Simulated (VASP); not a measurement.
La, 2 atoms in the cell. The structure is hexagonal, space group P6_3/mmc (No. 194). The conventional cell has a = 3.588 Å, b = 3.588 Å, c = 5.813 Å, α = 90.00°, β = 90.00°, γ = 120.00°. Within 4.7 Å of La (site symmetry -6m2) lie 12 La at 3.57 to 3.59 Å. 

```yaml
Program: VASP 6.6.1
Task: relaxation of cell and atoms
Functional: LDA
Potentials_or_basis: VASP PAW LDA potentials, release 64 (La)
Cutoff: 600 eV
k_mesh: 13 × 13 × 7
Occupations: fermi-dirac, width 0.05 eV
Spin: no spin polarisation
Dipole_correction: no
Further_INCAR_settings: ALGO = Normal; EDIFF = 1e-06; IBRION = 2; EDIFFG = -0.005; NSW = 60; ISIF = 3
```

Potentials or basis: VASP PAW LDA potentials, release 64 (La).

The run is started by

```bash
$ cat potpaw_LDA.64/La/POTCAR > POTCAR
$ mpirun -np 1 vasp_std > vasp.out
```

Hardware: 1 thread of AMD EPYC 9R45 96-Core Processor (Zen 5), on a shared host.

**Question.** How long does it take, and how much memory?

**Answer.** Wall time 3.4 min on 1 thread of AMD EPYC 9R45 96-Core Processor (Zen 5), with other jobs on the host, peak memory 0.22 GiB. Counts: scf iterations 57, k points 84, ion steps 9.
